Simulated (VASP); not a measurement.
Set up this calculation in VASP 6.6.1, as the native input.

- Task: relaxation of cell and atoms
- Functional: PBE
- Potentials or basis: VASP PAW PBE potentials, release 64 (Ta_pv)
- Cutoff: 600 eV
- k mesh: 12 × 12 × 10
- Occupations: gaussian, width 0.1 eV
- Spin: no spin polarisation
- Dipole correction: no
- Further INCAR settings: ALGO = Fast; EDIFF = 1e-06; IBRION = 2; EDIFFG = -0.01; NSW = 100; ISIF = 3

The structure of Ta lies in POSCAR:

```
Ta
1.0
    4.6270820887      0.0000000000      0.0000000000
   -2.3135410443      4.0071706342      0.0000000000
    0.0000000000      0.0000000000      4.8483752315
Ta
4
Direct
    0.0000000000      0.0000000000      0.2500000000
    0.0000000000      0.0000000000      0.7500000000
    0.3333333333      0.6666666667      0.7500000000
    0.6666666667      0.3333333333      0.2500000000
```

This isn't the form of Ta at room conditions, which is bcc.

The input as run:

INCAR

```
PREC = Accurate ; ENCUT = 600
EDIFF = 1E-6 ; ISMEAR = 0
SIGMA = 0.1 ; LREAL = False
LASPH = True ; NELM = 80
ALGO = Fast ; ISIF = 3
LWAVE = False ; LCHARG = False
GGA = PE ; IBRION = 2
NSW = 100 ; EDIFFG = -0.01
```

KPOINTS

```
Automatic mesh
0
Gamma
  12 12 10
```

Potentials or basis: VASP PAW PBE potentials, release 64 (Ta_pv).

Launch:

```bash
$ cat potpaw_PBE.64/Ta_pv/POTCAR > POTCAR
$ mpirun -np 1 vasp_std > vasp.out
```

Results of the run:

```yaml
Relaxed_volume: 22.58 Å³/atom
Relaxed_cell: a = 4.612 Å, b = 4.612 Å, c = 4.904 Å, α = 90.00°, β = 90.00°, γ = 120.00°
Space_group_after_relaxing_to_0.1_Å: P6_3/mmc (No. 194)
Energy_gained_by_relaxing: 2.2 meV/atom
Ionic_steps: 5
Pressure_after_relaxing: 0.0 GPa
Band_gap_on_the_k_mesh: zero (bands 22 and 23 overlap by 0.83 eV)
```

Caveat: spin-orbit coupling is left out, which moves the levels of the heavy elements.

Run time: 20 min on 1 thread of Intel(R) Xeon(R) Platinum 8259CL CPU @ 2.50GHz (Skylake/Cascade Lake), on a shared host, peak memory 0.43 GiB.
